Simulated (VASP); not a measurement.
# ZnS (P6_3mc) in VASP: notebook, part 2 of 2

VASP 6.6.1. Earlier steps stand in the parts before.

### Step 4. Single point, r2SCAN

This run uses another cell than the first one, of 19.22 Å³/atom.

File POSCAR:

```
ZnS
1.0
    3.7813979448      0.0000000028      0.0000000000
   -1.8906989749      3.2747866806      0.0000000000
    0.0000000000      0.0000000000      6.2074428173
Zn S
2 2
Direct
    0.3333333333      0.6666666667      0.5024422975
    0.6666666667      0.3333333333      0.0024422975
    0.6666666667      0.3333333333      0.3765677025
    0.3333333333      0.6666666667      0.8765677025
```

File INCAR.step1:

```
ALGO = Normal ; EDIFF = 1E-5
ENCUT = 550 ; GGA = PE
GGA_COMPAT = False ; ISMEAR = 0
LASPH = True ; LCHARG = False
LREAL = False ; LWAVE = True
NBANDS = 26 ; NELM = 120
PREC = Accurate ; SIGMA = 0.02
```

File INCAR.step2:

```
ALGO = Normal ; EDIFF = 1E-6
ENCUT = 550 ; GGA_COMPAT = False
ISIF = 2 ; ISMEAR = 0
ISTART = 1 ; LASPH = True
LCHARG = False ; LMIXTAU = True
LREAL = False ; LWAVE = False
METAGGA = R2SCAN ; NBANDS = 26
NELM = 120 ; PREC = Accurate
SIGMA = 0.02
```

File KPOINTS:

```
k-points
0
Gamma
  9 9 6
```

Potentials or basis: VASP PAW PBE potentials, release 64 (Zn, S).

Command:

```console
$ cat potpaw_PBE.64/Zn/POTCAR potpaw_PBE.64/S/POTCAR > POTCAR
$ cp INCAR.step1 INCAR
$ mpirun -np 1 vasp_std > vasp.out
$ cp INCAR.step2 INCAR
$ mpirun -np 1 vasp_std > vasp.out
```

OUTCAR:

```text
EDIFF = 1E-6
   ENCUT = 550
   ISIF = 2
   ISMEAR = 0
   ISTART = 1
   LASPH = True
   LREAL = False
   METAGGA = R2SCAN
   NELM = 120
   PREC = Accurate

 ion  position               nearest neighbor table
   1  0.333  0.667  0.502-   3 2.32   3 2.32   3 2.32   4 2.32
   2  0.667  0.333  0.002-   4 2.32   4 2.32   4 2.32   3 2.32
   3  0.667  0.333  0.377-   1 2.32   1 2.32   1 2.32   2 2.32
   4  0.333  0.667  0.877-   2 2.32   2 2.32   2 2.32   1 2.32

  LATTYP: Found a hexagonal cell.
[... 896 lines left out ...]

  FORCE on cell =-STRESS in cart. coord.  units (eV):
  Direction    XX          YY          ZZ          XY          YZ          ZX
  --------------------------------------------------------------------------------------
  -------------------------------------------------------------------------------------
  Total        0.7792708      0.7792708      0.7349745     -0.0000000     -0.0000000      0.0000000
  in kB       16.2424237     16.2424237     15.3191525     -0.0000000     -0.0000000      0.0000000
  external PRESSURE =      15.9346666 kB  Pullay stress =       0.0000000 kB

 VOLUME and BASIS-vectors are now :
 -----------------------------------------------------------------------------
  energy-cutoff  :      550.00
  volume of cell :       76.87
      direct lattice vectors                 reciprocal lattice vectors
     3.781397945  0.000000003  0.000000000     0.264452463  0.152681701  0.000000000
    -1.890698975  3.274786681  0.000000000    -0.000000000  0.305363401  0.000000000
     0.000000000  0.000000000  6.207442817     0.000000000  0.000000000  0.161096933

 POSITION                                       TOTAL-FORCE (eV/Angst)
 -----------------------------------------------------------------------------------
     -0.00000      2.18319      3.11888         0.000000      0.000000      0.006027
      1.89070      1.09160      0.01516        -0.000000      0.000000      0.006027
      1.89070      1.09160      2.33752        -0.000000      0.000000     -0.006027
     -0.00000      2.18319      5.44124         0.000000     -0.000000     -0.006027
 -----------------------------------------------------------------------------------
    total drift:                               -0.000000     -0.000000      0.019746

  FREE ENERGIE OF THE ION-ELECTRON SYSTEM (eV)
  ---------------------------------------------------
  free  energy   TOTEN  =       -37.7156536978 eV

  energy  without entropy=      -37.7156536978  energy(sigma->0) =      -37.71565370
```

OSZICAR.step1:

```text
N       E                     dE             d eps       ncg     rms          rms(c)
DAV:   1     0.253587836434E+03    0.25359E+03   -0.17851E+04  2496   0.176E+03
DAV:   2     0.107396365967E+02   -0.24285E+03   -0.23247E+03  2568   0.362E+02
DAV:   3    -0.138789919423E+02   -0.24619E+02   -0.24378E+02  3000   0.114E+02
DAV:   4    -0.144945600013E+02   -0.61557E+00   -0.61409E+00  2950   0.180E+01
DAV:   5    -0.145039482536E+02   -0.93883E-02   -0.93852E-02  2988   0.220E+00    0.102E+01
DAV:   6    -0.136565616273E+02    0.84739E+00   -0.16431E+00  3726   0.376E+01    0.783E+00
DAV:   7    -0.136521793987E+02    0.43822E-02   -0.12901E+00  2648   0.669E+00    0.350E+00
DAV:   8    -0.136448134457E+02    0.73660E-02   -0.34946E-02  3018   0.167E+00    0.101E+00
DAV:   9    -0.136450724403E+02   -0.25899E-03   -0.10191E-02  3372   0.127E+00    0.236E-01
DAV:  10    -0.136452018625E+02   -0.12942E-03   -0.56520E-04  2950   0.339E-01    0.972E-02
DAV:  11    -0.136454110508E+02   -0.20919E-03   -0.31503E-04  2592   0.123E-01    0.548E-02
DAV:  12    -0.136454107675E+02    0.28329E-06   -0.14756E-05  2316   0.501E-02
   1 F= -.13645411E+02 E0= -.13645411E+02  d E =-.815481E-18
```

Run time: 10 min. Hardware: 1 thread of Intel Xeon 8259CL, shared host; peak memory 0.26 GiB.

Results:

| Quantity | Value |
| --- | --- |
| Free energy | -37.7157 eV |
| Pressure | 1.6 GPa |
| Largest force | 0.006 eV/Å |
| Band gap on the k mesh | 2.88 eV |

Forces in eV/Å, atoms in the order of the input:
```
Zn   0.000  0.000  0.006
Zn   0.000  0.000  0.006
S    0.000  0.000 -0.006
S    0.000  0.000 -0.006
```

Caveat: the PAW data sets were made with another functional, which shifts forces and pressure a little. A k mesh can miss the band edges.

### Step 5. Summary

```tsv
level	cell	k mesh	cutoff (eV)	smearing	gap on the mesh (eV)	pressure (GPa)	largest force (eV/Å)
PBEsol	a = 3.838, b = 3.838, c = 6.148 Å, angles 90.0, 90.0, 120.0°, 4 atoms, atomic positions A	6 × 6 × 4	500	gaussian 0.1 eV	2.10	-1.2	0.01
PBEsol	a = 3.781, b = 3.781, c = 6.207 Å, angles 90.0, 90.0, 120.0°, 4 atoms, atomic positions B	9 × 9 × 6	500	gaussian 0.02 eV	2.16	0.2	-
r2SCAN	a = 3.781, b = 3.781, c = 6.207 Å, angles 90.0, 90.0, 120.0°, 4 atoms, atomic positions B	9 × 9 × 6	550	gaussian 0.02 eV	2.88	1.6	0.01
```

Alike in all rows: task single point; potentials or basis VASP PAW PBE potentials, release 64 (Zn, S); no spin polarisation.

Caveats: the PAW data sets were made with another functional, which shifts forces and pressure a little.

Absolute energies hang on the potentials; compare differences alone.
